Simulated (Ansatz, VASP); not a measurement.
Cu2H3 in VASP and in Ansatz

```
Cu H
1.0
     3.60262    0.00000    0.00000
     0.00000    3.60262    0.00000
     0.00000    0.00000    4.60119
Cu H
2 3
Direct
  0.00000 0.50000 0.50000
  0.50000 0.00000 0.50000
  0.00000 0.50000 0.00000
  0.50000 0.00000 0.00000
  0.50000 0.50000 0.50000
```

Alike in both runs: task single point; functional PBE; k mesh 6 × 6 × 4; occupations gaussian, width 0.1 eV; no spin polarisation.

|  | VASP | Ansatz |
| --- | --- | --- |
| version | VASP 6.6.1 | Ansatz 0.2.0 |
| potentials or method | VASP PAW PBE potentials, release 64 (Cu, H), cutoff 520 eV | scalar-relativistic, plane waves, PAW |
| valence electrons in the cell | 25 | 41 |

Ansatz gave:

| Item | Value |
| --- | --- |
| gap on the k mesh at the Fermi level (eV) | none |
| pressure (GPa) | -11.5 |
| traceless stress, the component that is largest in VASP (GPa) | -12.42 |

Problem. What did VASP give for the same quantities?

Solution. gap on the k mesh at the Fermi level (eV): none; pressure (GPa): -11.4; traceless stress, the component that is largest in VASP (GPa): -12.47.

A gap of «none» marks a metal or a gap that the smearing closes. The functional is the same, so the differences come from potentials, cutoffs and numerics. VASP's potentials hold 25 valence electrons a cell and Ansatz's 41, so a difference there can come from the potentials and not from the codes.
